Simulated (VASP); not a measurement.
Write the native input for VASP 6.6.1 that does the following.

```
Task                   : single point
Functional             : PBE
Potentials or basis    : VASP PAW PBE potentials, release 64 (Ir)
Cutoff                 : 520 eV
k mesh                 : 18 × 18 × 18
Occupations            : gaussian, width 0.05 eV
Spin                   : non-collinear spin, zero start, spin-orbit coupling
Starting moments       : [[0.0, 0.0, 0.0]] μB
Dipole correction      : no
Further INCAR settings : ALGO = Normal; EDIFF = 1e-07; NBANDS = 20
```

The structure of Ir lies in POSCAR:

```
Ir
1.0
    0.0000000000      1.9365977974      1.9365977974
    1.9365977974      0.0000000000      1.9365977974
    1.9365977974      1.9365977974      0.0000000000
Ir
1
Direct
    0.0000000000      0.0000000000      0.0000000000
```

These files were run (other wordings do the same):

INCAR

```
SYSTEM = Ir
PREC = Accurate
ENCUT = 520
EDIFF = 1E-7
ISMEAR = 0
SIGMA = 0.05
LREAL = .False.
LASPH = .True.
NELM = 150
ALGO = Normal
ISIF = 2
LWAVE = .False.
LCHARG = .False.
MAGMOM = 0 0 0
LORBIT = 11
LSORBIT = .True.
GGA_COMPAT = .False.
LORBMOM = .True.
LMAXMIX = 4
GGA = PE
NBANDS = 20
```

KPOINTS

```
Automatic mesh
0
Gamma
  18 18 18
  0 0 0
```

Potentials or basis: VASP PAW PBE potentials, release 64 (Ir).

Launch:

```bash
$ cat potpaw_PBE.64/Ir/POTCAR > POTCAR
$ mpirun -np 1 vasp_ncl > vasp.out
```

Results of the run:

```json
{
 "Pressure": "0.9 GPa",
 "Net moment": "0.00 μB per cell",
 "Valence electrons inside the program's atomic spheres": "Ir 8.31"
}
```

It took 2.5 min on 1 thread of AMD EPYC 7R13, with other jobs on the host, peak memory 0.19 GiB.
